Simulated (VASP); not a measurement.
# Ca (Im-3m) in VASP: notebook

Runs on Ca. Level: PBE. Tasks: single point.

Program: VASP 6.6.1. These are calculated values, not measurements. Logs are shortened: lines on timing, memory, paths and dates and some standing lists are left out, and cuts for length are marked.

## Step 1: The cell of the first run

Symmetry: Im-3m, No. 229, cubic system. Conventional cell: a = 4.264 Å, b = 4.264 Å, c = 4.264 Å, α = 90.00°, β = 90.00°, γ = 90.00°. Within 4.9 Å of Ca (site symmetry m-3m) lie 14 Ca at 3.69 to 4.26 Å.

This isn't the form of Ca at room conditions, which is fcc.

## Step 2: Single point, PBE (38.77 Å³/atom)

File INCAR:

```
SYSTEM = Ca
  PREC = Accurate
  ENCUT = 520
  EDIFF = 1E-6
  ISMEAR = -1
  SIGMA = 0.1
  LREAL = .FALSE.
  LASPH = .TRUE.
  NELM = 60
  ALGO = Normal
  ISIF = 2
  LWAVE = .FALSE.
  LCHARG = .TRUE.
  GGA = PE
  LELF = .TRUE.
  LVHAR = .TRUE.
  NBANDS = 11
```

File KPOINTS:

```
Automatic mesh
0
G
  17 17 17
  0 0 0
```

File POSCAR:

```
Ca
1.0
   -2.1321089467      2.1321089467      2.1321089467
    2.1321089467     -2.1321089467      2.1321089467
    2.1321089467      2.1321089467     -2.1321089467
Ca
1
Direct
    0.0000000000      0.0000000000      0.0000000000
```

Potentials or basis: VASP PAW PBE potentials, release 64 (Ca_sv).

The run is started by

```console
$ cat potpaw_PBE.64/Ca_sv/POTCAR > POTCAR
$ mpirun -np 1 vasp_std > vasp.out
```

OUTCAR:

```text
SYSTEM = Ca
   PREC = Accurate
   ENCUT = 520
   EDIFF = 1E-6
   ISMEAR = -1
   LREAL = .FALSE.
   LASPH = .TRUE.
   NELM = 60
   ISIF = 2
   GGA = PE

 ion  position               nearest neighbor table
   1  0.000  0.000  0.000-

  LATTYP: Found a body centered cubic cell.
 ALAT       =     4.2642178934

  Lattice vectors:

 A1 = (  -2.1321089467,   2.1321089467,   2.1321089467)
 A2 = (   2.1321089467,  -2.1321089467,   2.1321089467)
 A3 = (   2.1321089467,   2.1321089467,  -2.1321089467)

Analysis of symmetry for initial positions (statically):
=====================================================================
 Subroutine PRICEL returns:
 Original cell was already a primitive cell.

 Routine SETGRP: Setting up the symmetry group for a
 body centered cubic supercell.

 Subroutine GETGRP returns: Found 48 space group operations
 (whereof 48 operations were pure point group operations)
 out of a pool of 48 trial point group operations.

The static configuration has the point symmetry O_h .

Analysis of symmetry for dynamics (positions and initial velocities):
=====================================================================
 Subroutine PRICEL returns:
 Original cell was already a primitive cell.

 Routine SETGRP: Setting up the symmetry group for a
 body centered cubic supercell.

 Subroutine GETGRP returns: Found 48 space group operations
 (whereof 48 operations were pure point group operations)
 out of a pool of 48 trial point group operations.

The dynamic configuration has the point symmetry O_h .

 Subroutine INISYM returns: Found 48 space group operations
 (whereof 48 operations are pure point group operations),
 and found     1 'primitive' translations

----------------------------------------------------------------------------------------

                                     Primitive cell

  volume of cell :      38.7693

  direct lattice vectors                    reciprocal lattice vectors
    -2.132108947  2.132108947  2.132108947     0.000000000  0.234509592  0.234509592
     2.132108947 -2.132108947  2.132108947     0.234509592  0.000000000  0.234509592
     2.132108947  2.132108947 -2.132108947     0.234509592  0.234509592  0.000000000

  length of vectors
     3.692921023  3.692921023  3.692921023     0.331646646  0.331646646  0.331646646

  position of ions in fractional coordinates (direct lattice)
     0.000000000  0.000000000  0.000000000

  ion indices of the primitive-cell ions
   primitive index   ion index
                 1           1

----------------------------------------------------------------------------------------

 KPOINTS: Automatic mesh

Automatic generation of k-mesh.
 Grid dimensions read from file:
 generate k-points for:   17   17   17

 Generating k-lattice:

  Cartesian coordinates                     Fractional coordinates (reciprocal lattice)
     0.000000000  0.013794682  0.013794682     0.058823529  0.000000000  0.000000000
     0.013794682  0.000000000  0.013794682     0.000000000  0.058823529  0.000000000
     0.013794682  0.013794682  0.000000000     0.000000000  0.000000000  0.058823529

  Length of vectors
     0.019508626  0.019508626  0.019508626

  Shift w.r.t. Gamma in fractional coordinates (k-lattice)
     0.000000000  0.000000000  0.000000000

 Subroutine IBZKPT returns following result:
 ===========================================

 Found    165 irreducible k-points:

 Following reciprocal coordinates:
            Coordinates               Weight
  0.000000  0.000000  0.000000      1.000000
  0.058824  0.000000  0.000000     12.000000
  0.117647  0.000000  0.000000     12.000000
  0.176471  0.000000  0.000000     12.000000
  0.235294  0.000000  0.000000     12.000000
  0.294118  0.000000  0.000000     12.000000
[... 16 lines left out ...]
  0.411765  0.117647  0.000000     48.000000
  0.176471  0.176471  0.000000     24.000000
 [... further k-points ...]
   k-points           NKPTS =    165   k-points in BZ     NKDIM =    165   number of bands    NBANDS=     11
   number of dos      NEDOS =    301   number of ions     NIONS =      1
   total plane-waves  NPLWV =  21952
   dimension x,y,z NGX =    28 NGY =   28 NGZ =   28
   dimension x,y,z NGXF=    56 NGYF=   56 NGZF=   56
   ions per type =               1
   NGX,Y,Z   is equivalent  to a cutoff of  12.60, 12.60, 12.60 a.u.
   NGXF,Y,Z  is equivalent  to a cutoff of  25.21, 25.21, 25.21 a.u.
 SYSTEM =  Ca
   PREC   = accura    normal or accurate (medium, high low for compatibility)
   ISTART =      0    job   : 0-new  1-cont  2-samecut
   ICHARG =      2    charge: 1-file 2-atom 10-const
   ISPIN  =      1    spin polarized calculation?
   LNONCOLLINEAR =      F non collinear calculations
   LSORBIT =      F    spin-orbit coupling
   LASPH  =      T    aspherical Exc in radial PAW
   ENCUT  =  520.0 eV  38.22 Ry    6.18 a.u.   6.87  6.87  6.87*2*pi/ulx,y,z
   NELM   =     60;   NELMIN=  2; NELMDL= -5     # of ELM steps
   EDIFF  = 0.1E-05   stopping-criterion for ELM
   LREAL  =      F    real-space projection
   EDIFFG = 0.1E-04   stopping-criterion for IOM
   NSW    =      0    number of steps for IOM
   IBRION =     -1    ionic relax: 0-MD 1-quasi-New 2-CG
   NFREE  =      0    steps in history (QN), initial steepest desc. (CG)
   ISIF   =      2    stress and relaxation
   ISYM   =      2    0-nonsym 1-usesym 2-fastsym
   POTIM  = 0.5000    time-step for ionic-motion
   TEBEG  =    0.0;   TEEND  =   0.0 temperature during run
   PSTRESS=    0.0 pullay stress
   NELECT =      10.0000    total number of electrons
   NUPDOWN=      -1.0000    fix difference up-down
   EMIN   =  10.00;   EMAX   =-10.00  energy-range for DOS
   EFERMI =   0.00;   METHOD = LEGACY
   ISMEAR =    -1;   SIGMA  =   0.10  broadening in eV -4-tet -1-fermi 0-gaus
   EFERMI_NEDOS =   21; number of points for ismear=-14 and -15
   IALGO  =     38    algorithm
   IMIX   =      4    mixing-type and parameters
     AMIX     =   0.40;   BMIX     =  1.00
     AMIX_MAG =   1.60;   BMIX_MAG =  1.00
  volume/ion in A,a.u.               =      38.77       261.63
  Fermi-wavevector in a.u.,A,eV,Ry     =   1.042107  1.969296 14.775736  1.085986
  Thomas-Fermi vector in A             =   2.176757
   LORBIT       =      0    0 simple, 1 ext, 2 COOP (PROOUT), +10 PAW based schemes
   GGA     = PE    functional components
   LHFCALC =     F    Hartree Fock is set to
   AEXX    =    0.0000 exact exchange contribution
   IVDW    =     0    specifies the selected vdW correction
   LEPSILON=     F    determine dielectric tensor
   LRPA    =     F    only Hartree local field effects (RPA)
 non-spin polarized calculation
  energy-cutoff  :      520.00
  volume of cell :       38.77
 maximum number of plane-waves:      1057
   NGX = 13   NGY = 13   NGZ = 13

 number of electron      10.0000000 magnetization

 number of electron       9.9999997 magnetization

 Free energy of the ion-electron system (eV)
  ---------------------------------------------------
  ext. energy  EPLUGINS =         0.00000000
  ---------------------------------------------------
  free energy    TOTEN  =        -1.92137798 eV

  energy without entropy =       -1.87468514  energy(sigma->0) =       -1.89803156

 E-fermi :   2.3420     XC(G=0):  -7.9995

 val. band max:        2.3413972548   @ k =  -0.3529  -0.4118   0.1176
 cond. band min:       2.3435683799   @ k =  -0.4706  -0.4706   0.2353
 fundamental gap:      0.0021711251
 Fermi energy:         2.3420077211

 k-point     1 :       0.0000    0.0000    0.0000
  band No.  band energies     occupation
      1     -39.4918      2.00000
      2     -20.3945      2.00000
      3     -20.3945      2.00000
      4     -20.3945      2.00000
      5      -1.8620      2.00000
      6       4.7808      0.00000
      7       4.7808      0.00000
      8       4.7808      0.00000
      9       5.9290      0.00000
     10       5.9290      0.00000
     11      12.9956      0.00000

 k-point     2 :       0.0588    0.0000    0.0000
  band No.  band energies     occupation
      1     -39.4910      2.00000
      2     -20.4011      2.00000
      3     -20.3967      2.00000
      4     -20.3945      2.00000
      5      -1.7944      2.00000
      6       4.7365      0.00000
      7       4.7559      0.00000
      8       4.8333      0.00000
      9       5.8729      0.00000
     10       5.9298      0.00000
     11      12.9555      0.00000

 k-point     3 :       0.1176    0.0000    0.0000
  band No.  band energies     occupation
      1     -39.4889      2.00000
      2     -20.4200      2.00000
      3     -20.4028      2.00000
      4     -20.3945      2.00000
      5      -1.5944      2.00000
      6       4.6143      0.00000
      7       4.6525      0.00000
      8       4.9887      0.00000
      9       5.7593      0.00000
     10       5.9352      0.00000
     11      12.7031      0.00000

 k-point     4 :       0.1765    0.0000    0.0000
  band No.  band energies     occupation
      1     -39.4857      2.00000
      2     -20.4484      2.00000
      3     -20.4121      2.00000
      4     -20.3945      2.00000
      5      -1.2700      2.00000
      6       4.4195      0.00000
      7       4.4402      0.00000
      8       5.2408      0.00000
      9       5.6957      0.00000
     10       5.9524      0.00000
     11      12.0424      0.00000

 k-point     5 :       0.2353    0.0000    0.0000
  band No.  band energies     occupation
      1     -39.4818      2.00000
      2     -20.4824      2.00000
      3     -20.4232      2.00000
      4     -20.3946      2.00000
      5      -0.8353      2.00000
      6       4.0704      0.00000
      7       4.2456      0.00000
      8       5.5776      0.00000
      9       5.7172      0.00000
     10       5.9887      0.00000
     11      11.0912      0.00000
[... 211 lines left out ...]
 k-point    21 :       0.2941    0.1176    0.0000
  band No.  band energies     occupation
      1     -39.4731      2.00000
      2     -20.5465      2.00000
      3     -20.4495      2.00000
      4     -20.4035      2.00000
      5       0.4388      2.00000
      6       3.2351      0.00026
      7       3.8188      0.00000
      8       5.7372      0.00000
      9       6.1891      0.00000
     10       6.5341      0.00000
     11       9.1606      0.00000

 k-point    22 :       0.3529    0.1176    0.0000
  band No.  band energies     occupation
      1     -39.4706      2.00000
      2     -20.5654      2.00000
      3     -20.4592      2.00000
      4     -20.4037      2.00000
      5       1.0228      2.00000
      6       2.8458      0.01289
      7       3.7094      0.00000
      8       5.7867      0.00000
      9       6.2206      0.00000
     10       6.9186      0.00000
     11       8.5037      0.00000

 k-point    23 :       0.4118    0.1176    0.0000
  band No.  band energies     occupation
      1     -39.4692      2.00000
      2     -20.5755      2.00000
      3     -20.4644      2.00000
      4     -20.4038      2.00000
      5       1.5051      1.99954
      6       2.4909      0.36813
      7       3.6519      0.00000
      8       5.7874      0.00000
      9       6.2551      0.00000
     10       7.1693      0.00000
     11       8.1533      0.00000

 k-point    24 :       0.1765    0.1765    0.0000
  band No.  band energies     occupation
      1     -39.4768      2.00000
      2     -20.5158      2.00000
      3     -20.4346      2.00000
      4     -20.4066      2.00000
      5      -0.1878      2.00000
      6       3.6896      0.00000
      7       3.9662      0.00000
      8       5.6034      0.00000
      9       6.0764      0.00000
     10       6.1782      0.00000
     11      10.3119      0.00000

 [... further k-points ...]

------------------------ aborting loop because EDIFF is reached ----------------------------------------

  FORCE on cell =-STRESS in cart. coord.  units (eV):
  Direction    XX          YY          ZZ          XY          YZ          ZX
  --------------------------------------------------------------------------------------
  -------------------------------------------------------------------------------------
  Total        0.3954028      0.3954028      0.3954028      0.0000000      0.0000000     -0.0000000
  in kB       16.3403801     16.3403801     16.3403801      0.0000000      0.0000000     -0.0000000
  external PRESSURE =      16.3403801 kB  Pullay stress =       0.0000000 kB

 VOLUME and BASIS-vectors are now :
 -----------------------------------------------------------------------------
  energy-cutoff  :      520.00
  volume of cell :       38.77
      direct lattice vectors                 reciprocal lattice vectors
    -2.132108947  2.132108947  2.132108947     0.000000000  0.234509592  0.234509592
     2.132108947 -2.132108947  2.132108947     0.234509592  0.000000000  0.234509592
     2.132108947  2.132108947 -2.132108947     0.234509592  0.234509592  0.000000000

 POSITION                                       TOTAL-FORCE (eV/Angst)
 -----------------------------------------------------------------------------------
      0.00000      0.00000      0.00000         0.000000     -0.000000     -0.000000
 -----------------------------------------------------------------------------------
    total drift:                               -0.000000     -0.000000     -0.000000

  FREE ENERGIE OF THE ION-ELECTRON SYSTEM (eV)
  ---------------------------------------------------
  free  energy   TOTEN  =        -1.9213779848 eV

  energy  without entropy=       -1.8746851359  energy(sigma->0) =       -1.89803156
```

Run time: 28 s. Hardware: 1 thread of Intel Xeon Platinum 8488C (Sapphire Rapids), shared host; peak memory 0.2 GiB.

What came out:

| Quantity | Value |
| --- | --- |
| Free energy | -1.9214 eV |
| Pressure | 1.6 GPa |
| Band gap on the k mesh | zero (bands 5 and 6 overlap by 0.28 eV) |

## Step 3: Single point, PBE (40.45 Å³/atom)

This run uses another cell than the first one, of 40.45 Å³/atom.

File INCAR:

```
PREC = Accurate ; ENCUT = 520
EDIFF = 1E-6 ; ISMEAR = -1
SIGMA = 0.1 ; LREAL = F
LASPH = T ; NELM = 60
ALGO = Normal ; ISIF = 2
LWAVE = F ; LCHARG = T
GGA = PE ; LELF = T
LVHAR = T ; NBANDS = 11
```

File KPOINTS:

```
Automatic mesh
0
Gamma
  17 17 17
```

File POSCAR:

```
Ca
1.0
   -2.1625717616      2.1625717616      2.1625717616
    2.1625717616     -2.1625717616      2.1625717616
    2.1625717616      2.1625717616     -2.1625717616
Ca
1
Direct
    0.0000000000      0.0000000000      0.0000000000
```

Potentials or basis: VASP PAW PBE potentials, release 64 (Ca_sv).

The run is started by

```console
$ cat potpaw_PBE.64/Ca_sv/POTCAR > POTCAR
$ mpirun -np 1 vasp_std > vasp.out
```

Wall time 27 s (1 thread of Intel Xeon Platinum 8488C (Sapphire Rapids), shared host); peak memory 0.2 GiB.

Results (log left out):

| Quantity | Value |
| --- | --- |
| Free energy | -1.9341 eV |
| Pressure | 0.8 GPa |
| Band gap on the k mesh | zero (bands 5 and 6 overlap by 0.25 eV) |

Levels at points of the mesh, in eV from the Fermi level:
```
           k point  band 1  band 2  band 3  band 4  band 5  band 6  band 7  band 8  band 9  band 10
(0.00, 0.00, 0.00)  -41.94  -22.85  -22.85  -22.85   -4.13    2.38    2.38    2.38    3.48     3.48
```

## Step 4: Single point, PBE

This run uses another cell than the first one, of 42.14 Å³/atom.

File INCAR:

```
SYSTEM = Ca
PREC = Accurate
ENCUT = 520
EDIFF = 1E-6
ISMEAR = -1
SIGMA = 0.1
LREAL = .False.
LASPH = .True.
NELM = 100
ALGO = Normal
ISIF = 2
LWAVE = .False.
LCHARG = .False.
GGA = PE
NBANDS = 11
```

File KPOINTS:

```
Automatic mesh
0
Gamma
  17 17 17
  0 0 0
```

File POSCAR:

```
Ca
1.0
   -2.1921997140      2.1921997140      2.1921997140
    2.1921997140     -2.1921997140      2.1921997140
    2.1921997140      2.1921997140     -2.1921997140
Ca
1
Direct
    0.0000000000      0.0000000000      0.0000000000
```

The run is started by

```console
$ cat potpaw_PBE.64/Ca_sv/POTCAR > POTCAR
$ mpirun -np 1 vasp_std > vasp.out
```

Run time: 29 s. Hardware: 1 thread of Intel Xeon Platinum 8488C (Sapphire Rapids), shared host; peak memory 0.21 GiB.

The run converged. Its results:

| Property | Result |
| --- | --- |
| Free energy | -1.9384 eV |
| Pressure | 0.0 GPa |
| Band gap on the k mesh | zero (bands 5 and 6 overlap by 0.25 eV) |

Levels at points of the mesh, in eV from the Fermi level:
```csv
k point,band 1,band 2,band 3,band 4,band 5,band 6,band 7,band 8,band 9,band 10
"(0.00, 0.00, 0.00)",-42.03,-22.95,-22.95,-22.95,-4.06,2.32,2.32,2.32,3.37,3.37
```

## Step 5: Single point, PBE (42.14 Å³/atom)

This run uses another cell than the first one, of 42.14 Å³/atom.

File INCAR:

```
PREC = Accurate
ENCUT = 520
EDIFF = 1E-6
ISMEAR = -1
SIGMA = 0.1
LREAL = False
LASPH = True
NELM = 60
ALGO = Normal
ISIF = 2
LWAVE = False
LCHARG = False
GGA = PE
NBANDS = 11
```

File KPOINTS:

```
regular mesh
0
Gamma
  17 17 17
```

POSCAR is that of step 4.

The run is started by

```console
$ cat potpaw_PBE.64/Ca_sv/POTCAR > POTCAR
$ mpirun -np 1 vasp_std > vasp.out
```

Wall time 33 s (1 thread of Intel Xeon Platinum 8488C (Sapphire Rapids), shared host); peak memory 0.21 GiB.

The run converged. Its results:

- Free energy: -1.9384 eV
- Pressure: 0.0 GPa
- Band gap on the k mesh: zero (bands 5 and 6 overlap by 0.25 eV)

Levels at points of the mesh, in eV from the Fermi level:
| k point | band 2 | band 3 | band 4 | band 5 | band 6 | band 7 | band 8 | band 9 |
| --- | --- | --- | --- | --- | --- | --- | --- | --- |
| (0.00, 0.00, 0.00) | -22.95 | -22.95 | -22.95 | -4.06 | 2.32 | 2.32 | 2.32 | 3.37 |

## Step 6: Overview

| cell | gap on the mesh (eV) | pressure (GPa) |
| --- | --- | --- |
| a = 3.693 Å, angles 109.5°, 1 atom | none | 1.6 |
| a = 3.746 Å, angles 109.5°, 1 atom | none | 0.8 |
| a = 3.797 Å, angles 109.5°, 1 atom | none | 0.0 |

Alike in all rows: task single point; level PBE; potentials or basis VASP PAW PBE potentials, release 64 (Ca_sv); no spin polarisation; k mesh 17 × 17 × 17; cutoff (eV) 520; smearing fermi-dirac 0.1 eV.

Absolute energies hang on the potentials; compare differences alone.
